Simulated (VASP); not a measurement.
A run of VASP 6.6.1 is set up as follows.

INCAR

```
PREC = Accurate
ENCUT = 520
EDIFF = 1E-7
ISMEAR = -1
SIGMA = 0.08
LREAL = False
LASPH = True
NELM = 60
ALGO = Normal
ISIF = 2
LWAVE = False
LCHARG = False
GGA = PE
NBANDS = 11
```

The input KPOINTS:

```
Automatic mesh
0
Gamma
  15 15 15
```

Contents of POSCAR:

```
MgO
1.0
    0.0000000000      2.1269431800      2.1269431800
    2.1269431800      0.0000000000      2.1269431800
    2.1269431800      2.1269431800      0.0000000000
Mg O
1 1
Direct
    0.0000000000      0.0000000000      0.0000000000
    0.5000000000      0.5000000000      0.5000000000
```

Potentials or basis: VASP PAW PBE potentials, release 64 (Mg, O).

Command:

```bash
$ cat potpaw_PBE.64/Mg/POTCAR potpaw_PBE.64/O/POTCAR > POTCAR
$ mpirun -np 1 vasp_std > vasp.out
```

(1) Predict the pressure.

(2) What does it give for the band gap on the k mesh?

## Answers

(1) -0.7 GPa.

(2) 4.44 eV, direct.

Caveat: the cell differs from its parent crystal (volume scaled by 1, to set the pressure).
